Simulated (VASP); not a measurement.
# Cu (Fm-3m) in VASP: settings compared

Aim: see how the results for Cu move with the level of theory and the settings. Levels: r2SCAN+rVV10, PBE+D3(BJ). Tasks: single point.

Everything below comes from runs of VASP 6.6.1. Logs are shortened: lines on timing, memory, paths and dates and some standing lists are left out, and cuts for length are marked.

## Step 1: The cell of the first run

The structure is cubic, space group Fm-3m (No. 225). The conventional cell has a = 3.686 Å, b = 3.686 Å, c = 3.686 Å, α = 90.00°, β = 90.00°, γ = 90.00°. Within 3.4 Å of Cu (site symmetry m-3m) lie 12 Cu at 2.61 Å.

## Step 2: Single point, r2SCAN+rVV10

POSCAR reads:

```
Cu
1.0
    0.0000000000      1.8429501765      1.8429501765
    1.8429501765      0.0000000000      1.8429501765
    1.8429501765      1.8429501765      0.0000000000
Cu
1
Direct
    0.0000000000      0.0000000000      0.0000000000
```

INCAR.step1 reads:

```
SYSTEM = Cu
PREC     = Accurate       ! precision mode
ENCUT    = 520            ! plane-wave cutoff, eV
ISMEAR   = -1             ! smearing method
SIGMA    = 0.05           ! smearing width, eV
LREAL    = .False.        ! projectors in reciprocal space
LASPH    = .True.         ! aspherical terms in the spheres
NELM     = 60             ! most SCF steps
NBANDS   = 12             ! bands
GGA      = PE             ! functional
ALGO     = Normal         ! electronic algorithm
EDIFF    = 1E-4           ! SCF threshold, eV
LWAVE    = .True.         ! write WAVECAR
LCHARG   = .False.        ! write CHGCAR
```

INCAR.step2 reads:

```
SYSTEM = Cu
PREC     = Accurate       ! precision mode
ENCUT    = 520            ! plane-wave cutoff, eV
EDIFF    = 1E-6           ! SCF threshold, eV
ISMEAR   = -1             ! smearing method
SIGMA    = 0.05           ! smearing width, eV
LREAL    = .False.        ! projectors in reciprocal space
LASPH    = .True.         ! aspherical terms in the spheres
NELM     = 60             ! most SCF steps
ALGO     = Normal         ! electronic algorithm
ISIF     = 2              ! what is computed and relaxed
LWAVE    = .False.        ! write WAVECAR
LCHARG   = .True.         ! write CHGCAR
METAGGA  = R2SCAN         ! meta-GGA
LMIXTAU  = .True.       
LUSE_VDW = .True.       
IVDW_NL  = 2            
BPARAM   = 11.95        
CPARAM   = 0.0093       
LELF     = .True.         ! ELF
LVHAR    = .True.       
NBANDS   = 12             ! bands
ISTART   = 1
```

KPOINTS reads:

```
Automatic mesh
0
Gamma
  13 13 13
  0 0 0
```

Potentials or basis: VASP PAW PBE potentials, release 64 (Cu).

Run with:

```console
$ cat potpaw_PBE.64/Cu/POTCAR > POTCAR
$ cp INCAR.step1 INCAR
$ mpirun -np 1 vasp_std > vasp.out
$ cp INCAR.step2 INCAR
$ mpirun -np 1 vasp_std > vasp.out
```

OUTCAR:

```text
SYSTEM = Cu
   PREC = Accurate
   ENCUT = 520
   EDIFF = 1E-6
   ISMEAR = -1
   LREAL = .False.
   LASPH = .True.
   NELM = 60
   ISIF = 2
   METAGGA = R2SCAN
   IVDW_NL = 2
   BPARAM = 11.95
   ISTART = 1

 ion  position               nearest neighbor table
   1  0.000  0.000  0.000-

  LATTYP: Found a face centered cubic cell.
 ALAT       =     3.6859003530

  Lattice vectors:

 A1 = (   0.0000000000,   1.8429501765,   1.8429501765)
 A2 = (   1.8429501765,   0.0000000000,   1.8429501765)
 A3 = (   1.8429501765,   1.8429501765,   0.0000000000)

Analysis of symmetry for initial positions (statically):
=====================================================================
 Subroutine PRICEL returns:
 Original cell was already a primitive cell.

 Routine SETGRP: Setting up the symmetry group for a
 face centered cubic supercell.

 Subroutine GETGRP returns: Found 48 space group operations
 (whereof 48 operations were pure point group operations)
 out of a pool of 48 trial point group operations.

The static configuration has the point symmetry O_h .

Analysis of symmetry for dynamics (positions and initial velocities):
=====================================================================
 Subroutine PRICEL returns:
 Original cell was already a primitive cell.

 Routine SETGRP: Setting up the symmetry group for a
 face centered cubic supercell.

 Subroutine GETGRP returns: Found 48 space group operations
 (whereof 48 operations were pure point group operations)
 out of a pool of 48 trial point group operations.

The dynamic configuration has the point symmetry O_h .

 Subroutine INISYM returns: Found 48 space group operations
 (whereof 48 operations are pure point group operations),
 and found     1 'primitive' translations

----------------------------------------------------------------------------------------

                                     Primitive cell

  volume of cell :      12.5190

  direct lattice vectors                    reciprocal lattice vectors
     0.000000000  1.842950177  1.842950177    -0.271304133  0.271304133  0.271304133
     1.842950177  0.000000000  1.842950177     0.271304133 -0.271304133  0.271304133
     1.842950177  1.842950177  0.000000000     0.271304133  0.271304133 -0.271304133

  length of vectors
     2.606325134  2.606325134  2.606325134     0.469912543  0.469912543  0.469912543

[... 84 lines left out ...]
   ISIF   =      2    stress and relaxation
   ISYM   =      2    0-nonsym 1-usesym 2-fastsym
   POTIM  = 0.5000    time-step for ionic-motion
   TEBEG  =    0.0;   TEEND  =   0.0 temperature during run
   PSTRESS=    0.0 pullay stress
   NELECT =      11.0000    total number of electrons
   NUPDOWN=      -1.0000    fix difference up-down
   EMIN   =  10.00;   EMAX   =-10.00  energy-range for DOS
   EFERMI =   0.00;   METHOD = LEGACY
   ISMEAR =    -1;   SIGMA  =   0.05  broadening in eV -4-tet -1-fermi 0-gaus
   EFERMI_NEDOS =   21; number of points for ismear=-14 and -15
   IALGO  =     38    algorithm
   IMIX   =      4    mixing-type and parameters
     AMIX     =   0.40;   BMIX     =  1.00
     AMIX_MAG =   1.60;   BMIX_MAG =  1.00
  volume/ion in A,a.u.               =      12.52        84.48
  Fermi-wavevector in a.u.,A,eV,Ry     =   1.568010  2.963109 33.452033  2.458655
  Thomas-Fermi vector in A             =   2.670105
   LORBIT       =      0    0 simple, 1 ext, 2 COOP (PROOUT), +10 PAW based schemes
   METAGGA = R2SCAN    functional components
   LHFCALC =     F    Hartree Fock is set to
   AEXX    =    0.0000 exact exchange contribution
   IVDW_NL    =     2    kernel type
   BPARAM     =11.9500
   IVDW    =     0    specifies the selected vdW correction
   LEPSILON=     F    determine dielectric tensor
   LRPA    =     F    only Hartree local field effects (RPA)
 non-spin polarized calculation
  energy-cutoff  :      520.00
  volume of cell :       12.52
 maximum number of plane-waves:       343
   NGX =  9   NGY =  9   NGZ =  9

 number of electron      10.9999987 magnetization

 Free energy of the ion-electron system (eV)
  ---------------------------------------------------
  ext. energy  EPLUGINS =         0.00000000
  ---------------------------------------------------
  free energy    TOTEN  =       -10.48873694 eV

  energy without entropy =      -10.48597449  energy(sigma->0) =      -10.48735572

 E-fermi :   6.8496     XC(G=0): -13.3865

 val. band max:        6.6491428740   @ k =   0.4615   0.2308   0.0000
 cond. band min:       6.8725211815   @ k =   0.4615   0.3077   0.0000
 fundamental gap:      0.2233783075
 Fermi energy:         6.8495553655

 k-point     1 :       0.0000    0.0000    0.0000
  band No.  band energies     occupation
      1      -2.5461      2.00000
      2       3.7269      2.00000
      3       3.7270      2.00000
      4       3.7270      2.00000
      5       4.4687      2.00000
      6       4.4687      2.00000
      7      29.5685      0.00000
      8      32.1416      0.00000
      9      32.1416      0.00000
     10      32.1420      0.00000
     11      34.4870      0.00000
     12      34.4871      0.00000
[... 331 lines left out ...]
 k-point    24 :       0.4615    0.1538    0.0000
  band No.  band energies     occupation
      1       2.0116      2.00000
      2       3.3829      2.00000
      3       3.7378      2.00000
      4       3.9725      2.00000
      5       5.0224      2.00000
      6       6.3355      1.99993
      7      12.7449      0.00000
      8      23.6418      0.00000
      9      25.0132      0.00000
     10      27.1858      0.00000
     11      36.9973      0.00000
     12      37.1837      0.00000

 [... further k-points ...]

------------------------ aborting loop because EDIFF is reached ----------------------------------------

  FORCE on cell =-STRESS in cart. coord.  units (eV):
  Direction    XX          YY          ZZ          XY          YZ          ZX
  --------------------------------------------------------------------------------------
  -------------------------------------------------------------------------------------
  Total       -1.0165849     -1.0165849     -1.0165849     -0.0000000     -0.0000000     -0.0000000
  in kB     -130.1018471   -130.1018471   -130.1018471     -0.0000000     -0.0000000     -0.0000000
  external PRESSURE =    -130.1018471 kB  Pullay stress =       0.0000000 kB

 VOLUME and BASIS-vectors are now :
 -----------------------------------------------------------------------------
  energy-cutoff  :      520.00
  volume of cell :       12.52
      direct lattice vectors                 reciprocal lattice vectors
     0.000000000  1.842950177  1.842950177    -0.271304133  0.271304133  0.271304133
     1.842950177  0.000000000  1.842950177     0.271304133 -0.271304133  0.271304133
     1.842950177  1.842950177  0.000000000     0.271304133  0.271304133 -0.271304133

 POSITION                                       TOTAL-FORCE (eV/Angst)
 -----------------------------------------------------------------------------------
      0.00000      0.00000      0.00000         0.000000      0.000000      0.000000
 -----------------------------------------------------------------------------------
    total drift:                               -0.000000     -0.000000     -0.000000

  FREE ENERGIE OF THE ION-ELECTRON SYSTEM (eV)
  ---------------------------------------------------
  free  energy   TOTEN  =       -10.4887369448 eV

  energy  without entropy=      -10.4859744886  energy(sigma->0) =      -10.48735572
```

Run time: 94 s. Hardware: 1 thread of AMD EPYC 7R13, shared host; peak memory 0.15 GiB.

What came out:

```yaml
Free_energy: -10.4887 eV
Pressure: -13.0 GPa
```

Caveat: the PAW data sets were made with another functional, which shifts forces and pressure a little.

## Step 3: Single point, PBE+D3(BJ)

This run uses another cell than the first one, of 11.81 Å³/atom, 0.943 times its volume.

INCAR reads:

```
PREC = Accurate
ENCUT = 600
EDIFF = 1E-6
ISMEAR = -1
SIGMA = 0.05
LREAL = F
LASPH = T
NELM = 120
ALGO = Normal
ISIF = 2
LWAVE = F
LCHARG = F
GGA = PE
IVDW = 12
NBANDS = 12
GGA_COMPAT = F
```

KPOINTS reads:

```
Automatic mesh
0
Gamma
  13 13 13
```

POSCAR reads:

```
Cu
1.0
    0.0000000000      1.8075000000      1.8075000000
    1.8075000000      0.0000000000      1.8075000000
    1.8075000000      1.8075000000      0.0000000000
Cu
1
Direct
    0.0000000000      0.0000000000      0.0000000000
```

Potentials or basis: VASP PAW PBE potentials, release 64 (Cu).

Run with:

```console
$ cat potpaw_PBE.64/Cu/POTCAR > POTCAR
$ mpirun -np 1 vasp_std > vasp.out
```

Run time: 23 s. Hardware: 1 thread of Intel Xeon 8259CL, shared host; peak memory 0.14 GiB.

It converged, with:

| Property | Result |
| --- | --- |
| Free energy | -4.3115 eV |
| Pressure | -6.0 GPa |
| Dispersion energy per atom | -0.583 eV |

Levels at points of the mesh, in eV from the Fermi level:
```
           k point  band 2  band 3  band 4  band 5  band 6  band 7  band 8  band 9  band 10  band 11
(0.00, 0.00, 0.00)   -3.21   -3.21   -3.21   -2.39   -2.39   22.42   25.06   25.06    25.06    27.55
```

Caveat: pairwise dispersion overbinds metals, which lowers pressure and volume.

## Step 4: Single point, PBE+D3(BJ)

This run uses another cell than the first one, of 12.05 Å³/atom, 0.962 times its volume.

INCAR reads:

```
SYSTEM = Cu
ALGO = Normal
EDIFF = 1E-6
ENCUT = 600
GGA = PE
GGA_COMPAT = .FALSE.
ISIF = 2
ISMEAR = -1
IVDW = 12
LASPH = .TRUE.
LCHARG = .TRUE.
LELF = .TRUE.
LREAL = .FALSE.
LVHAR = .TRUE.
LWAVE = .FALSE.
NBANDS = 12
NELM = 120
PREC = Accurate
SIGMA = 0.05
```

KPOINTS reads:

```
k-points
0
G
  13 13 13
  0 0 0
```

POSCAR reads:

```
Cu
1.0
    0.0000000000      1.8194705475      1.8194705475
    1.8194705475      0.0000000000      1.8194705475
    1.8194705475      1.8194705475      0.0000000000
Cu
1
Direct
    0.0000000000      0.0000000000      0.0000000000
```

Run with:

```console
$ cat potpaw_PBE.64/Cu/POTCAR > POTCAR
$ mpirun -np 1 vasp_std > vasp.out
```

Wall time 27 s (1 thread of Intel Xeon 8259CL, shared host); peak memory 0.15 GiB.

The run converged. Its results:

| Quantity | Value |
| --- | --- |
| Free energy | -4.3009 eV |
| Pressure | -8.5 GPa |
| Dispersion energy per atom | -0.571 eV |

Levels at points of the mesh, in eV from the Fermi level:
```csv
k point,band 2,band 3,band 4,band 5,band 6,band 7,band 8,band 9,band 10,band 11
"(0.00, 0.00, 0.00)",-3.14,-3.14,-3.14,-2.35,-2.35,22.26,24.75,24.75,24.75,27.23
```

Caveat: pairwise dispersion overbinds metals, which lowers pressure and volume.

## Step 5: Overview

```csv
level,cell,cutoff (eV),gap on the mesh (eV),pressure (GPa)
r2SCAN+rVV10,"a = 2.606 Å, angles 60.0°, 1 atom",520,none,-13.0
PBE+D3(BJ),"a = 2.556 Å, angles 60.0°, 1 atom",600,none,-6.0
PBE+D3(BJ),"a = 2.573 Å, angles 60.0°, 1 atom",600,none,-8.5
```

Alike in all rows: task single point; potentials or basis VASP PAW PBE potentials, release 64 (Cu); no spin polarisation; k mesh 13 × 13 × 13; smearing fermi-dirac 0.05 eV.

Caveats: pairwise dispersion overbinds metals, which lowers pressure and volume (some runs); the PAW data sets were made with another functional, which shifts forces and pressure a little (some runs).

Total energies depend on the potentials used, so only differences within one code and one set of settings carry meaning.
